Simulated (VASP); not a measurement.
Runs of VASP 6.6.1 on TiC3. The structure is that of space group Fm-3m (No. 225), or close to it. The cells are those of the table. 

```tsv
task	spin	cell	k mesh	cutoff (eV)	gap on the mesh (eV)	pressure (GPa)
relaxation of cell and atoms	off	relaxed from a = 3.691 Å, angles 60.0°, 4 atoms	16 × 16 × 16	600	none	0.0
single point	off	a = 3.690 Å, angles 60.0°, 4 atoms	16 × 16 × 16	520	none	0.2
relaxation of cell and atoms	off	relaxed from a = 4.415 Å, angles 60.0°, 4 atoms	6 × 6 × 6	600	none	-0.3
single point	off	a = 4.415 Å, angles 60.0°, 4 atoms	6 × 6 × 6	520	none	(a)
single point	off	a = 3.691 Å, angles 60.0°, 4 atoms	6 × 6 × 6	520	none	-0.1
single point	collinear, ferromagnetic start	a = 3.691 Å, angles 60.0°, 4 atoms	6 × 6 × 6	520	none	-0.1
```

Alike in all rows: level PBE; potentials or basis VASP PAW PBE potentials, release 64 (Ti_sv, C); smearing gaussian 0.1 eV.

Question: Fill in the values left out.

Answer: (a) -33.8.

Caveats: the relaxation stopped at its first step, so nothing moved (some runs).

A gap of «none» marks levels without a gap at the run's occupations.
